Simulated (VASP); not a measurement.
# FeNi3 (Awaruite) (Pm-3m) in VASP: settings compared, part 2 of 2

VASP 6.6.1.

## (3) Single point, PBE+D4, collinear spin, ferromagnetic start

This run uses another cell than the first one, of 10.82 Å³/atom, 1.014 times its volume.

Contents of INCAR:

```
PREC     = Accurate       # precision mode
ENCUT    = 520            # plane-wave cutoff, eV
EDIFF    = 1E-6           # SCF threshold, eV
ISMEAR   = -1             # smearing method
SIGMA    = 0.15           # smearing width, eV
LREAL    = F              # projectors in reciprocal space
LASPH    = T              # aspherical terms in the spheres
NELM     = 150            # most SCF steps
ALGO     = Normal         # electronic algorithm
ISIF     = 2              # what is computed and relaxed
LWAVE    = F              # write WAVECAR
LCHARG   = F              # write CHGCAR
ISPIN    = 2              # spin polarisation
MAGMOM   = 3.5 1.5 1.5 1.5 # initial moments
LORBIT   = 11             # projections on sites
LMAXMIX  = 4              # l up to which the mixer works
GGA      = PE             # functional
IVDW     = 13             # dispersion correction
NBANDS   = 31             # bands
```

Contents of KPOINTS:

```
Automatic mesh
0
Gamma
  9 9 9
```

Contents of POSCAR:

```
FeNi3
1.0
    3.5114256586      0.0000000000      0.0000000000
    0.0000000000      3.5114256586      0.0000000000
    0.0000000000      0.0000000000      3.5114256586
Fe Ni
1 3
Direct
    0.0000000000      0.0000000000      0.0000000000
    0.0000000000      0.5000000000      0.5000000000
    0.5000000000      0.0000000000      0.5000000000
    0.5000000000      0.5000000000      0.0000000000
```

Potentials or basis: VASP PAW PBE potentials, release 64 (Fe, Ni).

On the command line:

```console
$ cat potpaw_PBE.64/Fe/POTCAR potpaw_PBE.64/Ni/POTCAR > POTCAR
$ mpirun -np 1 vasp_std > vasp.out
```

OUTCAR:

```text
PREC = Accurate
   ENCUT = 520
   EDIFF = 1E-6
   ISMEAR = -1
   LREAL = F
   LASPH = T
   NELM = 150
   ISIF = 2
   ISPIN = 2
   LORBIT = 11
   GGA = PE
   IVDW = 13

 ion  position               nearest neighbor table
   1  0.000  0.000  0.000-   2 2.48   3 2.48   4 2.48   2 2.48   3 2.48   2 2.48   4 2.48   2 2.48
                             3 2.48   4 2.48   3 2.48   4 2.48
   2  0.000  0.500  0.500-   1 2.48   3 2.48   4 2.48   1 2.48   4 2.48   1 2.48   3 2.48   1 2.48
                             3 2.48   4 2.48   4 2.48   3 2.48
   3  0.500  0.000  0.500-   1 2.48   2 2.48   4 2.48   1 2.48   4 2.48   2 2.48   4 2.48   4 2.48
                             1 2.48   2 2.48   1 2.48   2 2.48
   4  0.500  0.500  0.000-   1 2.48   2 2.48   3 2.48   2 2.48   3 2.48   1 2.48   3 2.48   3 2.48
                             1 2.48   2 2.48   2 2.48   1 2.48

  LATTYP: Found a simple cubic cell.
 ALAT       =     3.5114256586

  Lattice vectors:

 A1 = (   3.5114256586,   0.0000000000,   0.0000000000)
 A2 = (   0.0000000000,   3.5114256586,   0.0000000000)
 A3 = (   0.0000000000,   0.0000000000,   3.5114256586)

[... 1846 lines left out ...]
  Direction    XX          YY          ZZ          XY          YZ          ZX
  --------------------------------------------------------------------------------------
  -------------------------------------------------------------------------------------
  Total      -0.03289    -0.03289    -0.03289     0.00000     0.00000     0.00000
  in kB      -1.21710    -1.21710    -1.21710     0.00000     0.00000     0.00000
  external pressure =       -1.22 kB  Pullay stress =        0.00 kB

 VOLUME and BASIS-vectors are now :
 -----------------------------------------------------------------------------
  energy-cutoff  :      520.00
  volume of cell :       43.30
      direct lattice vectors                 reciprocal lattice vectors
     3.511425659  0.000000000  0.000000000     0.284784614  0.000000000  0.000000000
     0.000000000  3.511425659  0.000000000     0.000000000  0.284784614  0.000000000
     0.000000000  0.000000000  3.511425659     0.000000000  0.000000000  0.284784614

 POSITION                                       TOTAL-FORCE (eV/Angst)
 -----------------------------------------------------------------------------------
      0.00000      0.00000      0.00000         0.000000      0.000000      0.000000
      0.00000      1.75571      1.75571         0.000000      0.000000      0.000000
      1.75571      0.00000      1.75571         0.000000      0.000000      0.000000
      1.75571      1.75571      0.00000         0.000000      0.000000      0.000000
 -----------------------------------------------------------------------------------
    total drift:                                0.000000      0.000000      0.000000

  FREE ENERGIE OF THE ION-ELECTRON SYSTEM (eV)
  ---------------------------------------------------
  free  energy   TOTEN  =       -26.8340443599 eV

  energy  without entropy=      -26.5698482561  energy(sigma->0) =      -26.70194631

 total charge

# of ion       s       p       d       tot
------------------------------------------
    1        0.483   0.522   6.147   7.153
    2        0.516   0.535   8.335   9.386
    3        0.516   0.535   8.335   9.386
    4        0.516   0.535   8.335   9.386
--------------------------------------------------
tot          2.031   2.126  31.153  35.310

 magnetization (x)

# of ion       s       p       d       tot
------------------------------------------
    1        0.011   0.001   2.811   2.823
    2       -0.016  -0.043   0.667   0.608
    3       -0.016  -0.043   0.667   0.608
    4       -0.016  -0.043   0.667   0.608
--------------------------------------------------
tot         -0.035  -0.129   4.812   4.647
```

OSZICAR:

```text
N       E                     dE             d eps       ncg     rms          rms(c)
DAV:   1     0.244064522546E+03    0.24406E+03   -0.17099E+04  4612   0.176E+03
DAV:   2    -0.124555097492E+02   -0.25652E+03   -0.24036E+03  4354   0.318E+02
DAV:   3    -0.287186970520E+02   -0.16263E+02   -0.15481E+02  4767   0.106E+02
DAV:   4    -0.289437500268E+02   -0.22505E+00   -0.22484E+00  5087   0.133E+01
DAV:   5    -0.289505887412E+02   -0.68387E-02   -0.68384E-02  6375   0.181E+00    0.218E+01
DAV:   6    -0.259426523385E+02    0.30079E+01   -0.22846E+01  4844   0.762E+01    0.126E+01
DAV:   7    -0.252937747775E+02    0.64888E+00   -0.34174E+00  4936   0.332E+01    0.917E+00
DAV:   8    -0.253682999383E+02   -0.74525E-01   -0.17618E+00  5337   0.280E+01    0.853E+00
DAV:   9    -0.251299663077E+02    0.23833E+00   -0.64294E-01  5405   0.173E+01    0.281E+00
DAV:  10    -0.250997432788E+02    0.30223E-01   -0.45862E-02  6622   0.462E+00    0.654E-01
DAV:  11    -0.250982726107E+02    0.14707E-02   -0.81902E-03  6563   0.911E-01    0.271E-01
DAV:  12    -0.250981069128E+02    0.16570E-03   -0.61743E-04  5112   0.473E-01    0.119E-01
DAV:  13    -0.250980869116E+02    0.20001E-04   -0.16033E-04  6814   0.244E-01    0.449E-02
DAV:  14    -0.250980867137E+02    0.19792E-06   -0.28115E-05  6054   0.923E-02    0.116E-02
DAV:  15    -0.250980859973E+02    0.71638E-06   -0.24959E-06  4041   0.218E-02
   1 F= -.26834044E+02 E0= -.26701946E+02  d E =-.264196E+00  mag=     4.6316
```

stdout:

```text
POSCAR found type information on POSCAR FeNi
 POSCAR found :  2 types and       4 ions
 scaLAPACK will be used
 LDA part: xc-table for (Slater+PW92), standard interpolation
 POSCAR, INCAR and KPOINTS ok, starting setup
 FFT: planning ... GRIDC
 FFT: planning ... GRID_SOFT
 FFT: planning ... GRID
 WAVECAR not read
 entering main loop
```

Run time: 3.2 min. Hardware: 1 thread of Oxide Virtual Turin-like, shared host; peak memory 0.18 GiB.

What came out:

- Free energy: -26.8340 eV
- Pressure: -0.1 GPa
- Net moment: 4.63 μB per cell
- Site moments: Fe +2.82; Ni +0.61 μB
- Valence electrons inside the program's atomic spheres: Fe 7.15; Ni 9.39
- Dispersion energy per atom: -0.434 eV

Levels at points of the mesh, in eV from the Fermi level:
Spin up:
| k point | band 17 | band 18 | band 19 | band 20 | band 21 | band 22 | band 23 | band 24 | band 25 | band 26 |
| --- | --- | --- | --- | --- | --- | --- | --- | --- | --- | --- |
| (0.00, 0.00, 0.00) | -0.62 | -0.62 | -0.59 | -0.59 | -0.59 | 2.30 | 2.30 | 2.30 | 9.14 | 9.14 |
Spin down:
| k point | band 15 | band 16 | band 17 | band 18 | band 19 | band 20 |
| --- | --- | --- | --- | --- | --- | --- |
| (0.00, 0.00, 0.00) | 0.28 | 0.28 | 1.05 | 1.05 | 1.32 | 1.32 |

Caveat: pairwise dispersion overbinds metals, which lowers pressure and volume.

## (4) Single point, PBE, collinear spin, ferromagnetic start

This run uses another cell than the first one, of 11.14 Å³/atom, 1.044 times its volume.

Contents of INCAR:

```
PREC = Accurate
ENCUT = 520
EDIFF = 1E-6
ISMEAR = -1
SIGMA = 0.15
LREAL = False
LASPH = True
NELM = 150
ALGO = Normal
ISIF = 2
LWAVE = False
LCHARG = True
ISPIN = 2
MAGMOM = 3.5 1.5 1.5 1.5
LORBIT = 11
LMAXMIX = 4
GGA = PE
LELF = True
LVHAR = True
NBANDS = 31
```

KPOINTS is that of step 3.

Contents of POSCAR:

```
FeNi3
1.0
    3.5456633536      0.0000000000      0.0000000000
    0.0000000000      3.5456633536      0.0000000000
    0.0000000000      0.0000000000      3.5456633536
Fe Ni
1 3
Direct
    0.0000000000      0.0000000000      0.0000000000
    0.0000000000      0.5000000000      0.5000000000
    0.5000000000      0.0000000000      0.5000000000
    0.5000000000      0.5000000000      0.0000000000
```

Potentials or basis: VASP PAW PBE potentials, release 64 (Fe, Ni).

On the command line:

```console
$ cat potpaw_PBE.64/Fe/POTCAR potpaw_PBE.64/Ni/POTCAR > POTCAR
$ mpirun -np 1 vasp_std > vasp.out
```

OUTCAR:

```text
PREC = Accurate
   ENCUT = 520
   EDIFF = 1E-6
   ISMEAR = -1
   LREAL = False
   LASPH = True
   NELM = 150
   ISIF = 2
   ISPIN = 2
   LORBIT = 11
   GGA = PE

 ion  position               nearest neighbor table
   1  0.000  0.000  0.000-   2 2.51   3 2.51   4 2.51   2 2.51   3 2.51   2 2.51   4 2.51   2 2.51
                             3 2.51   4 2.51   3 2.51   4 2.51
   2  0.000  0.500  0.500-   1 2.51   3 2.51   4 2.51   1 2.51   4 2.51   1 2.51   3 2.51   1 2.51
                             3 2.51   4 2.51   4 2.51   3 2.51
   3  0.500  0.000  0.500-   1 2.51   2 2.51   4 2.51   1 2.51   4 2.51   2 2.51   4 2.51   4 2.51
                             1 2.51   2 2.51   1 2.51   2 2.51
   4  0.500  0.500  0.000-   1 2.51   2 2.51   3 2.51   2 2.51   3 2.51   1 2.51   3 2.51   3 2.51
                             1 2.51   2 2.51   2 2.51   1 2.51

  LATTYP: Found a simple cubic cell.
 ALAT       =     3.5456633536

  Lattice vectors:

 A1 = (   3.5456633536,   0.0000000000,   0.0000000000)
 A2 = (   0.0000000000,   3.5456633536,   0.0000000000)
 A3 = (   0.0000000000,   0.0000000000,   3.5456633536)

[... 1835 lines left out ...]
     31      24.7421      0.00000

 [... further k-points ...]
[... 5 lines left out ...]
  --------------------------------------------------------------------------------------
  -------------------------------------------------------------------------------------
  Total       -0.0186015     -0.0186015     -0.0186015      0.0000000      0.0000000     -0.0000000
  in kB       -0.6685995     -0.6685995     -0.6685995      0.0000000      0.0000000     -0.0000000
  external PRESSURE =      -0.6685995 kB  Pullay stress =       0.0000000 kB

 VOLUME and BASIS-vectors are now :
 -----------------------------------------------------------------------------
  energy-cutoff  :      520.00
  volume of cell :       44.58
      direct lattice vectors                 reciprocal lattice vectors
     3.545663354  0.000000000  0.000000000     0.282034672  0.000000000  0.000000000
     0.000000000  3.545663354  0.000000000     0.000000000  0.282034672  0.000000000
     0.000000000  0.000000000  3.545663354     0.000000000  0.000000000  0.282034672

 POSITION                                       TOTAL-FORCE (eV/Angst)
 -----------------------------------------------------------------------------------
      0.00000      0.00000      0.00000         0.000000      0.000000      0.000000
      0.00000      1.77283      1.77283         0.000000      0.000000      0.000000
      1.77283      0.00000      1.77283         0.000000      0.000000      0.000000
      1.77283      1.77283      0.00000         0.000000      0.000000      0.000000
 -----------------------------------------------------------------------------------
    total drift:                                0.000000      0.000000      0.000000

  FREE ENERGIE OF THE ION-ELECTRON SYSTEM (eV)
  ---------------------------------------------------
  free  energy   TOTEN  =       -25.1202631660 eV

  energy  without entropy=      -24.8504227985  energy(sigma->0) =      -24.98534298

 total charge

# of ion       s       p       d       tot
------------------------------------------
    1        0.472   0.499   6.123   7.093
    2        0.503   0.508   8.322   9.333
    3        0.503   0.508   8.322   9.333
    4        0.503   0.508   8.322   9.333
--------------------------------------------------
tot          1.982   2.023  31.087  35.092

 magnetization (x)

# of ion       s       p       d       tot
------------------------------------------
    1        0.012   0.000   2.849   2.861
    2       -0.016  -0.043   0.676   0.617
    3       -0.016  -0.043   0.676   0.617
    4       -0.016  -0.043   0.676   0.617
--------------------------------------------------
tot         -0.035  -0.128   4.876   4.713
```

Run time: 2.7 min. Hardware: 1 thread of Oxide Virtual Turin-like, shared host; peak memory 0.18 GiB.

What came out:

```
Free energy                                           : -25.1203 eV
Pressure                                              : -0.1 GPa
Net moment                                            : 4.68 μB per cell
Site moments                                          : Fe +2.86; Ni +0.62 μB
Valence electrons inside the program's atomic spheres : Fe 7.09; Ni 9.33
```

## (5) Single point, r2SCAN+D4, collinear spin, ferromagnetic start

This run uses another cell than the first one, of 10.76 Å³/atom, 1.008 times its volume.

Contents of POSCAR:

```
FeNi3
1.0
    3.5046506394      0.0000000000      0.0000000000
    0.0000000000      3.5046506394      0.0000000000
    0.0000000000      0.0000000000      3.5046506394
Fe Ni
1 3
Direct
    0.0000000000      0.0000000000      0.0000000000
    0.0000000000      0.5000000000      0.5000000000
    0.5000000000      0.0000000000      0.5000000000
    0.5000000000      0.5000000000      0.0000000000
```

Contents of INCAR.step1:

```
  PREC = Accurate
  ENCUT = 520
  ISMEAR = -1
  SIGMA = 0.15
  LREAL = False
  LASPH = True
  NELM = 150
  ISPIN = 2
  MAGMOM = 3.5 1.5 1.5 1.5
  LMAXMIX = 4
  NBANDS = 31
  GGA = PE
  ALGO = Normal
  EDIFF = 1E-4
  LWAVE = True
  LCHARG = False
```

Contents of INCAR.step2:

```
  PREC = Accurate
  ENCUT = 520
  EDIFF = 1E-6
  ISMEAR = -1
  SIGMA = 0.15
  LREAL = False
  LASPH = True
  NELM = 150
  ALGO = Normal
  ISIF = 2
  LWAVE = False
  LCHARG = True
  ISPIN = 2
  MAGMOM = 3.5 1.5 1.5 1.5
  LORBIT = 11
  LMAXMIX = 4
  METAGGA = R2SCAN
  LMIXTAU = True
  IVDW = 13
  VDW_S6 = 1.0
  VDW_S8 = 0.6018749
  VDW_A1 = 0.51559235
  VDW_A2 = 5.77342911
  LELF = True
  LVHAR = True
  NBANDS = 31
  ISTART = 1
```

Contents of KPOINTS:

```
regular mesh
0
Gamma
  9 9 9
```

On the command line:

```console
$ cat potpaw_PBE.64/Fe/POTCAR potpaw_PBE.64/Ni/POTCAR > POTCAR
$ cp INCAR.step1 INCAR
$ mpirun -np 1 vasp_std > vasp.out
$ cp INCAR.step2 INCAR
$ mpirun -np 1 vasp_std > vasp.out
```

Wall time 11 min (1 thread of Oxide Virtual Turin-like, shared host); peak memory 0.19 GiB.

The run converged. Its results:

```yaml
Free_energy: -51.3754 eV
Pressure: 0.0 GPa
Net_moment: 5.17 μB per cell
Site_moments: Fe +3.14; Ni +0.71 μB
Valence_electrons_inside_the_program's_atomic_spheres: Fe 7.12; Ni 9.45
Dispersion_energy_per_atom: -0.149 eV
```

Levels at points of the mesh, in eV from the Fermi level:
Spin up:
```csv
k point,band 19,band 20,band 21,band 22,band 23,band 24
"(0.00, 0.00, 0.00)",-1.12,-1.12,-1.12,2.29,2.29,2.29
```
Spin down:
```tsv
k point	band 14	band 15	band 16	band 17	band 18	band 19
(0.00, 0.00, 0.00)	0.48	0.48	0.48	1.34	1.34	1.48
```

Caveat: the PAW data sets were made with another functional, which shifts forces and pressure a little; pairwise dispersion overbinds metals, which lowers pressure and volume.

## (6) Overview

```csv
level,cell,gap on the mesh (eV),pressure (GPa),moment (μB)
revPBE+D3(BJ),"a = 3.495 Å, 4 atoms",none,-0.1,4.64
PBE+D4,"a = 3.511 Å, 4 atoms",none,-0.1,4.63
PBE,"a = 3.546 Å, 4 atoms",none,-0.1,4.68
r2SCAN+D4,"a = 3.505 Å, 4 atoms",none,0.0,5.17
```

Alike in all rows: task single point; potentials or basis VASP PAW PBE potentials, release 64 (Fe, Ni); spin collinear, ferromagnetic start; k mesh 9 × 9 × 9; cutoff (eV) 520; smearing fermi-dirac 0.15 eV.

Caveats: pairwise dispersion overbinds metals, which lowers pressure and volume (some runs); the PAW data sets were made with another functional, which shifts forces and pressure a little (some runs).

Absolute energies hang on the potentials; compare differences alone.
